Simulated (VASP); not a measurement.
The system is CdS.

```
Cd S
1.0
     4.26117    0.00000    0.00000
    -2.13058    3.69028    0.00000
     0.00000    0.00000    5.80417
Cd S
1 1
Direct
  0.00000 0.00000 0.44269
  0.66667 0.33333 0.43431
```

| Item | Value |
| --- | --- |
| Program | VASP 6.6.1 |
| Task | relaxation of cell and atoms |
| Functional | PBEsol |
| Dispersion | D4 |
| Potentials or basis | VASP PAW PBE potentials, release 64 (Cd, S) |
| Cutoff | 600 eV |
| k mesh | 7 × 7 × 5 |
| Occupations | fermi-dirac, width 0.05 eV |
| Spin | no spin polarisation |

At the start: pressure -1.7 GPa; volume 45.64 Å³/atom.

**Question.** How do energy, volume and symmetry change on relaxing?

**Answer.** Over 53 steps the energy falls by 65.2 meV/atom and the volume is 27.27 Å³/atom (-40.2 %); space group P3m1 (No. 156, to 0.05 Å).

The path:
```tsv
step	energy change (eV)	largest force (eV/Å)	pressure (GPa)	volume (Å³)
1	0.0000	0.0140	-1.67	91.27
3	-0.0247	0.0003	-0.13	87.78
5	-0.0259	0.0002	-0.10	87.24
7	-0.0378	0.0015	-0.09	83.05
9	-0.0953	0.0085	-0.06	66.33
11	-0.0996	0.0097	-0.02	64.65
13	-0.1027	0.0111	0.06	62.24
15	-0.0922	0.0064	-1.50	63.22
17	-0.1028	0.0118	-0.01	61.81
19	-0.1028	0.0113	0.01	61.80
21	-0.1028	0.0107	0.02	61.81
23	-0.1032	0.0207	-0.09	62.53
25	-0.1035	0.0297	-0.26	63.61
27	-0.1035	0.0310	-0.24	63.66
29	-0.1037	0.0340	-0.20	63.86
31	-0.1038	0.0413	-0.08	64.66
33	-0.1040	0.0401	-0.11	64.26
35	-0.1053	0.0442	-0.05	64.11
37	-0.1102	0.0375	0.03	63.48
39	-0.1113	0.0189	-0.03	63.22
41	-0.1132	0.0259	-0.61	62.94
43	-0.1173	0.0360	-0.61	61.59
45	-0.1284	0.0647	-0.69	55.64
47	-0.1300	0.0084	-0.04	54.91
49	-0.1302	0.0017	0.01	54.75
51	-0.1304	0.0076	0.04	54.50
53	-0.1304	0.0036	0.00	54.54
```

Final structure:
```cif
data_structure
_symmetry_space_group_name_H-M 'P 1'
_symmetry_Int_Tables_number 1
_cell_length_a 4.0742
_cell_length_b 4.0742
_cell_length_c 3.7942
_cell_angle_alpha 90.000
_cell_angle_beta 90.000
_cell_angle_gamma 120.000
_cell_volume 54.54
loop_
_atom_site_label
_atom_site_type_symbol
_atom_site_fract_x
_atom_site_fract_y
_atom_site_fract_z
_atom_site_occupancy
Cd1 Cd 0.00000 0.00000 0.52591 1
S1 S 0.66667 0.33333 0.35109 1
```

Caveat: the volume moved by over 15 % at a fixed basis, so the end points are rough; the PAW data sets were made with another functional, which shifts forces and pressure a little.
